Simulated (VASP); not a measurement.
# GaSb (I-4m2) in VASP: notebook

GaSb is run at these levels: PBEsol; tasks: single point.

Program: VASP 6.6.1. These are calculated values, not measurements. Logs are shortened: lines on timing, memory, paths and dates and some standing lists are left out, and cuts for length are marked.

### 1 The cell of the first run

The structure is tetragonal, space group I-4m2 (No. 119). The conventional cell has a = 4.326 Å, b = 4.326 Å, c = 6.332 Å, α = 90.00°, β = 90.00°, γ = 90.00°. Ga (site symmetry -4m2) has 4 Sb at 2.68 Å within 3.5 Å. Within 3.5 Å of Sb (site symmetry -4m2) lie 4 Ga at 2.68 Å.

### 2 Single point, PBEsol (strain +0.0350 x Voigt [0, 1, 0, 0, 0, 0])

The input, INCAR:

```
PREC     = Accurate       # precision mode
ENCUT    = 520            # plane-wave cutoff, eV
EDIFF    = 1E-6           # SCF threshold, eV
ISMEAR   = 0              # smearing method
SIGMA    = 0.15           # smearing width, eV
LREAL    = False          # projectors in reciprocal space
LASPH    = True           # aspherical terms in the spheres
NELM     = 100            # most SCF steps
ALGO     = Normal         # electronic algorithm
ISIF     = 2              # what is computed and relaxed
LWAVE    = False          # write WAVECAR
LCHARG   = False          # write CHGCAR
GGA      = PS             # functional
NBANDS   = 16             # bands
```

The input, KPOINTS:

```
Automatic mesh
0
Gamma
  14 14 14
```

The input, POSCAR:

```
GaSb
1.0
    0.0000000000      3.1660650000      3.0590000000
    3.0590000000      0.0000000000      3.0590000000
    3.0590000000      3.1660650000      0.0000000000
Ga Sb
1 1
Direct
    0.0000000000      0.0000000000      0.0000000000
    0.7500000000      0.7500000000      0.7500000000
```

Potentials or basis: VASP PAW PBE potentials, release 64 (Ga_d, Sb).

Launch:

```sh
$ cat potpaw_PBE.64/Ga_d/POTCAR potpaw_PBE.64/Sb/POTCAR > POTCAR
$ mpirun -np 1 vasp_std > vasp.out
```

OUTCAR:

```text
PREC = Accurate
   ENCUT = 520
   EDIFF = 1E-6
   ISMEAR = 0
   LREAL = False
   LASPH = True
   NELM = 100
   ISIF = 2
   GGA = PS

 ion  position               nearest neighbor table
   1  0.000  0.000  0.000-   2 2.68   2 2.68   2 2.68   2 2.68
   2  0.750  0.750  0.750-   1 2.68   1 2.68   1 2.68   1 2.68

  LATTYP: Found a body centered tetragonal cell.
 ALAT       =     4.3260792873
 C/A-ratio  =     1.4637110371

  Lattice vectors:

 A1 = (   0.0000000000,  -3.1660650000,   3.0590000000)
 A2 = (   0.0000000000,  -3.1660650000,  -3.0590000000)
 A3 = (   3.0590000000,   3.1660650000,   0.0000000000)

Analysis of symmetry for initial positions (statically):
=====================================================================
 Subroutine PRICEL returns:
 Original cell was already a primitive cell.

 Routine SETGRP: Setting up the symmetry group for a
 body centered tetragonal supercell.

 Subroutine GETGRP returns: Found  8 space group operations
 (whereof  8 operations were pure point group operations)
 out of a pool of 16 trial point group operations.

The static configuration has the point symmetry D_2d.

Analysis of symmetry for dynamics (positions and initial velocities):
=====================================================================
 Subroutine PRICEL returns:
 Original cell was already a primitive cell.

 Routine SETGRP: Setting up the symmetry group for a
 body centered tetragonal supercell.

 Subroutine GETGRP returns: Found  8 space group operations
 (whereof  8 operations were pure point group operations)
 out of a pool of 16 trial point group operations.

The dynamic configuration has the point symmetry D_2d.

 Subroutine INISYM returns: Found  8 space group operations
 (whereof  8 operations are pure point group operations),
 and found     1 'primitive' translations

----------------------------------------------------------------------------------------

                                     Primitive cell

  volume of cell :      59.2528

  direct lattice vectors                    reciprocal lattice vectors
     0.000000000  3.166065000  3.059000000    -0.163452109  0.157924743  0.163452109
     3.059000000  0.000000000  3.059000000     0.163452109 -0.157924743  0.163452109
     3.059000000  3.166065000  0.000000000     0.163452109  0.157924743 -0.163452109

  length of vectors
     4.402436664  4.326079287  4.402436664     0.279952510  0.279952510  0.279952510

  position of ions in fractional coordinates (direct lattice)
     0.000000000  0.000000000  0.000000000
[... 74 lines left out ...]
   LSORBIT =      F    spin-orbit coupling
   LASPH  =      T    aspherical Exc in radial PAW
   ENCUT  =  520.0 eV  38.22 Ry    6.18 a.u.   8.19  8.04  8.19*2*pi/ulx,y,z
   NELM   =    100;   NELMIN=  2; NELMDL= -5     # of ELM steps
   EDIFF  = 0.1E-05   stopping-criterion for ELM
   LREAL  =      F    real-space projection
   EDIFFG = 0.1E-04   stopping-criterion for IOM
   NSW    =      0    number of steps for IOM
   IBRION =     -1    ionic relax: 0-MD 1-quasi-New 2-CG
   NFREE  =      0    steps in history (QN), initial steepest desc. (CG)
   ISIF   =      2    stress and relaxation
   ISYM   =      2    0-nonsym 1-usesym 2-fastsym
   POTIM  = 0.5000    time-step for ionic-motion
   TEBEG  =    0.0;   TEEND  =   0.0 temperature during run
   PSTRESS=    0.0 pullay stress
   NELECT =      18.0000    total number of electrons
   NUPDOWN=      -1.0000    fix difference up-down
   EMIN   =  10.00;   EMAX   =-10.00  energy-range for DOS
   EFERMI =   0.00;   METHOD = LEGACY
   ISMEAR =     0;   SIGMA  =   0.15  broadening in eV -4-tet -1-fermi 0-gaus
   EFERMI_NEDOS =   21; number of points for ismear=-14 and -15
   IALGO  =     38    algorithm
   IMIX   =      4    mixing-type and parameters
     AMIX     =   0.40;   BMIX     =  1.00
     AMIX_MAG =   1.60;   BMIX_MAG =  1.00
  volume/ion in A,a.u.               =      29.63       199.93
  Fermi-wavevector in a.u.,A,eV,Ry     =   1.100515  2.079672 16.478477  1.211134
  Thomas-Fermi vector in A             =   2.236928
   LORBIT       =      0    0 simple, 1 ext, 2 COOP (PROOUT), +10 PAW based schemes
   GGA     = PS    functional components
   LHFCALC =     F    Hartree Fock is set to
   AEXX    =    0.0000 exact exchange contribution
   IVDW    =     0    specifies the selected vdW correction
   LEPSILON=     F    determine dielectric tensor
   LRPA    =     F    only Hartree local field effects (RPA)
 non-spin polarized calculation
 Gauss-broadening in eV      SIGMA  =   0.15
  energy-cutoff  :      520.00
  volume of cell :       59.25
 maximum number of plane-waves:      1618
 NGX is ok and might be reduce to    36
   NGX = 17   NGY = 17   NGZ = 17

 number of electron      17.9999998 magnetization

 Free energy of the ion-electron system (eV)
  ---------------------------------------------------
  ext. energy  EPLUGINS =         0.00000000
  ---------------------------------------------------
  free energy    TOTEN  =        -8.13774414 eV

  energy without entropy =       -8.13737620  energy(sigma->0) =       -8.13756017

 E-fermi :   4.5126     XC(G=0):  -9.1197

 val. band max:        4.4528024053   @ k =   0.0000   0.0000   0.0000
 cond. band min:       4.6491400776   @ k =   0.5000   0.0000   0.0000
 fundamental gap:      0.1963376723
 Fermi energy:         4.5126241431

 k-point     1 :       0.0000    0.0000    0.0000
  band No.  band energies     occupation
      1     -10.5491      2.00000
      2     -10.5445      2.00000
      3     -10.5445      2.00000
      4     -10.5030      2.00000
      5     -10.4990      2.00000
      6      -6.8816      2.00000
[... 433 lines left out ...]
      3     -10.5370      2.00000
      4     -10.5056      2.00000
      5     -10.4980      2.00000
      6      -6.1613      2.00000
[... 8 lines left out ...]
     15      12.5478      0.00000
     16      13.0526      0.00000

 [... further k-points ...]
[... 5 lines left out ...]
  --------------------------------------------------------------------------------------
  -------------------------------------------------------------------------------------
  Total       -0.4344880     -1.0168660     -0.4344880      0.0000000      0.0000000      0.0000000
  in kB      -11.7484222    -27.4957481    -11.7484222      0.0000000      0.0000000      0.0000000
  external PRESSURE =     -16.9975308 kB  Pullay stress =       0.0000000 kB

 VOLUME and BASIS-vectors are now :
 -----------------------------------------------------------------------------
  energy-cutoff  :      520.00
  volume of cell :       59.25
      direct lattice vectors                 reciprocal lattice vectors
     0.000000000  3.166065000  3.059000000    -0.163452109  0.157924743  0.163452109
     3.059000000  0.000000000  3.059000000     0.163452109 -0.157924743  0.163452109
     3.059000000  3.166065000  0.000000000     0.163452109  0.157924743 -0.163452109

 POSITION                                       TOTAL-FORCE (eV/Angst)
 -----------------------------------------------------------------------------------
      0.00000      0.00000      0.00000        -0.000000     -0.000000     -0.000000
      4.58850      4.74910      4.58850         0.000000      0.000000      0.000000
 -----------------------------------------------------------------------------------
    total drift:                               -0.000002      0.000004     -0.000002

  FREE ENERGIE OF THE ION-ELECTRON SYSTEM (eV)
  ---------------------------------------------------
  free  energy   TOTEN  =        -8.1377441431 eV

  energy  without entropy=       -8.1373761983  energy(sigma->0) =       -8.13756017
```

Wall time 2.1 min (1 thread of Intel Xeon 6975P-C (Granite Rapids), shared host); peak memory 0.37 GiB.

Results:

```yaml
Free_energy: -8.1377 eV
Pressure: -1.7 GPa
Band_gap_on_the_k_mesh: zero (filled and empty bands touch)
```

Levels at points of the mesh, in eV from the Fermi level:
```
           k point  band 6  band 7  band 8  band 9  band 10  band 11  band 12  band 13
(0.00, 0.00, 0.00)  -11.39   -0.39   -0.26   -0.06    -0.06     2.61     2.61     2.71
(0.50, 0.00, 0.00)   -9.85   -6.35   -1.36   -1.10     0.14     3.52     3.68     6.22
(0.50, 0.50, 0.00)   -9.03   -6.75   -2.67   -2.64     0.67     1.03     8.25     8.28
(0.50, 0.00, 0.50)   -9.15   -6.90   -2.46   -2.46     0.92     1.23     8.29     8.29
```

Caveat: the cell differs from its parent crystal (strain +0.0350 x Voigt [0, 1, 0, 0, 0, 0]); semilocal functionals underestimate gaps, so a narrow gap can read as zero; the PAW data sets were made with another functional, which shifts forces and pressure a little; spin-orbit coupling is left out, which moves the levels of the heavy elements.

### 3 Single point, PBEsol (strain +0.0400 x Voigt [0, 1, 0, 0, 0, 0])

The input, INCAR:

```
PREC = Accurate
ENCUT = 520
EDIFF = 1E-7
ISMEAR = 0
SIGMA = 0.15
LREAL = F
LASPH = T
NELM = 100
ALGO = Normal
ISIF = 2
LWAVE = F
LCHARG = F
GGA = PS
NBANDS = 16
```

KPOINTS is that of step 2.

The input, POSCAR:

```
GaSb
1.0
    0.0000000000      3.1813600000      3.0590000000
    3.0590000000      0.0000000000      3.0590000000
    3.0590000000      3.1813600000      0.0000000000
Ga Sb
1 1
Direct
    0.0000000000      0.0000000000      0.0000000000
    0.7500000000      0.7500000000      0.7500000000
```

Potentials or basis: VASP PAW PBE potentials, release 64 (Ga_d, Sb).

Launch:

```sh
$ cat potpaw_PBE.64/Ga_d/POTCAR potpaw_PBE.64/Sb/POTCAR > POTCAR
$ mpirun -np 1 vasp_std > vasp.out
```

OUTCAR:

```text
PREC = Accurate
   ENCUT = 520
   EDIFF = 1E-7
   ISMEAR = 0
   LREAL = F
   LASPH = T
   NELM = 100
   ISIF = 2
   GGA = PS

 ion  position               nearest neighbor table
   1  0.000  0.000  0.000-   2 2.68   2 2.68   2 2.68   2 2.68
   2  0.750  0.750  0.750-   1 2.68   1 2.68   1 2.68   1 2.68

  LATTYP: Found a body centered tetragonal cell.
 ALAT       =     4.3260792873
 C/A-ratio  =     1.4707821049

  Lattice vectors:

 A1 = (   0.0000000000,  -3.1813600000,   3.0590000000)
 A2 = (   0.0000000000,  -3.1813600000,  -3.0590000000)
 A3 = (   3.0590000000,   3.1813600000,   0.0000000000)

Analysis of symmetry for initial positions (statically):
=====================================================================
 Subroutine PRICEL returns:
 Original cell was already a primitive cell.

 Routine SETGRP: Setting up the symmetry group for a
 body centered tetragonal supercell.

 Subroutine GETGRP returns: Found  8 space group operations
 (whereof  8 operations were pure point group operations)
 out of a pool of 16 trial point group operations.

The static configuration has the point symmetry D_2d.
[... 156 lines left out ...]
  ext. energy  EPLUGINS =         0.00000000
  ---------------------------------------------------
  free energy    TOTEN  =        -8.13250968 eV

  energy without entropy =       -8.13209049  energy(sigma->0) =       -8.13230008

 E-fermi :   4.4668     XC(G=0):  -9.0994

 val. band max:        4.4152088745   @ k =   0.0000   0.0000   0.0000
 cond. band min:       4.5884574890   @ k =   0.5000   0.0000  -0.0000
 fundamental gap:      0.1732486145
 Fermi energy:         4.4667669801

 k-point     1 :       0.0000    0.0000    0.0000
  band No.  band energies     occupation
      1     -10.5881      2.00000
      2     -10.5828      2.00000
      3     -10.5828      2.00000
      4     -10.5426      2.00000
      5     -10.5379      2.00000
      6      -6.8962      2.00000
[... 433 lines left out ...]
      3     -10.5755      2.00000
      4     -10.5452      2.00000
      5     -10.5369      2.00000
      6      -6.1791      2.00000
[... 8 lines left out ...]
     15      12.4878      0.00000
     16      12.9932      0.00000

 [... further k-points ...]
[... 5 lines left out ...]
  --------------------------------------------------------------------------------------
  -------------------------------------------------------------------------------------
  Total       -0.4876077     -1.1574445     -0.4876077      0.0000000     -0.0000000      0.0000000
  in kB      -13.1213753    -31.1464822    -13.1213753      0.0000000     -0.0000000      0.0000000
  external PRESSURE =     -19.1297443 kB  Pullay stress =       0.0000000 kB

 VOLUME and BASIS-vectors are now :
 -----------------------------------------------------------------------------
  energy-cutoff  :      520.00
  volume of cell :       59.54
      direct lattice vectors                 reciprocal lattice vectors
     0.000000000  3.181360000  3.059000000    -0.163452109  0.157165489  0.163452109
     3.059000000  0.000000000  3.059000000     0.163452109 -0.157165489  0.163452109
     3.059000000  3.181360000  0.000000000     0.163452109  0.157165489 -0.163452109

 POSITION                                       TOTAL-FORCE (eV/Angst)
 -----------------------------------------------------------------------------------
      0.00000      0.00000      0.00000         0.000000      0.000000      0.000000
      4.58850      4.77204      4.58850         0.000000     -0.000000     -0.000000
 -----------------------------------------------------------------------------------
    total drift:                               -0.000002      0.000004     -0.000002

  FREE ENERGIE OF THE ION-ELECTRON SYSTEM (eV)
  ---------------------------------------------------
  free  energy   TOTEN  =        -8.1325096798 eV

  energy  without entropy=       -8.1320904898  energy(sigma->0) =       -8.13230008
```

stdout:

```text
POSCAR found type information on POSCAR GaSb
 POSCAR found :  2 types and       2 ions
 scaLAPACK will be used
 -----------------------------------------------------------------------------
|                                                                             |
|                                                                             |
|     You enforced a specific xc type in the INCAR file but a different       |
|     I HOPE YOU KNOW WHAT YOU ARE DOING!                                     |
|                                                                             |
 -----------------------------------------------------------------------------

 LDA part: xc-table for (Slater+PW92), standard interpolation
 POSCAR, INCAR and KPOINTS ok, starting setup
 FFT: planning ... GRIDC
 FFT: planning ... GRID_SOFT
 FFT: planning ... GRID
 WAVECAR not read
 entering main loop
```

It took 95 s on 1 thread of Intel Xeon 6975P-C (Granite Rapids), shared host; peak memory 0.38 GiB.

Results:

```
Free energy            : -8.1325 eV
Pressure               : -1.9 GPa
Band gap on the k mesh : zero (filled and empty bands touch)
```

Caveat: the cell differs from its parent crystal (strain +0.0400 x Voigt [0, 1, 0, 0, 0, 0]); semilocal functionals underestimate gaps, so a narrow gap can read as zero; the PAW data sets were made with another functional, which shifts forces and pressure a little; spin-orbit coupling is left out, which moves the levels of the heavy elements.
